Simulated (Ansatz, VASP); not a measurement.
Sn: VASP beside Ansatz

The input INCAR:

```
SYSTEM = Sn
ALGO = Normal
EDIFF = 1E-7
ENCUT = 520
GGA = CA
GGA_COMPAT = .FALSE.
ISIF = 2
ISMEAR = 1
LASPH = .TRUE.
LCHARG = .TRUE.
LNONCOLLINEAR = .TRUE.
LORBIT = 11
LORBMOM = .TRUE.
LREAL = .FALSE.
LSORBIT = .TRUE.
LVHAR = .TRUE.
LWAVE = .FALSE.
MAGMOM = 0.031 -0.001 -0.084 0.001 0.106 -0.057
NBANDS = 40
NELM = 150
PREC = Accurate
SIGMA = 0.1
```

File KPOINTS:

```
k-points
0
G
  5 5 5
  0 0 0
```

File POSCAR:

```
Sn
1.0
    0.0000000000      3.1673376916      3.1673376916
    3.1673376916      0.0000000000      3.1673376916
    3.1673376916      3.1673376916      0.0000000000
Sn
2
Direct
    0.7439350000      0.7444740000      0.7521720000
    0.5057080000      0.4909210000      0.4975020000
```

Contents of input.yaml:

```yaml
crystal:
  lattice:
    - [0.0, 3.1673376916, 3.1673376916]
    - [3.1673376916, 0.0, 3.1673376916]
    - [3.1673376916, 3.1673376916, 0.0]
  atoms:
    - { symbol: Sn, position: [0.743935, 0.744474, 0.752172], spin: 0.09, spin_axis: [0.031, -0.001, -0.084] }
    - { symbol: Sn, position: [0.505708, 0.490921, 0.497502], spin: 0.12, spin_axis: [0.001, 0.106, -0.057] }
hamiltonian:
  xc: lda
  pseudopotentials: { kind: paw_fr }
magnetization:
  noncollinear: true
  spin_orbit: true
kpoints:
  mp_grid: { grid: [5, 5, 5] }
scf:
  occupations: { method: methfessel_paxton, width: 0.1 }
output:
  forces: true
  stress: true
  eigenvalues: true
  write_density: true
  write_potential: true
  elf: true
  volumetric_format: npy
```

Alike in both runs: task single point; functional LDA; k mesh 5 × 5 × 5; occupations methfessel-paxton of order 1, width 0.1 eV; non-collinear spin, spin-orbit coupling.

```csv
,VASP,Ansatz
version,VASP 6.6.1,Ansatz 0.2.0
potentials or method,"VASP PAW LDA potentials, release 64 (Sn_d)",Ansatz PAW
plane-wave cutoff (eV),520,420
valence electrons in the cell,28,28
```

|  | VASP | Ansatz | Ansatz less VASP |
| --- | --- | --- | --- |
| pressure (GPa) | 3.7 | 3.6 | -0.07 |
| traceless stress, the component that is largest in VASP (GPa) | -0.84 | -0.83 | +0.010 |
| rms of the force components (eV/Å) | 0.198 | 0.197 | -0.0010 |
| net moment per atom (μB) | 0.00 | 0.00 | 0.000 |

LDA's correlation is that of Perdew and Zunger in VASP and of Perdew and Wang (1992) in Ansatz. Atom by atom the forces differ by 0.001 eV/Å (rms over components).
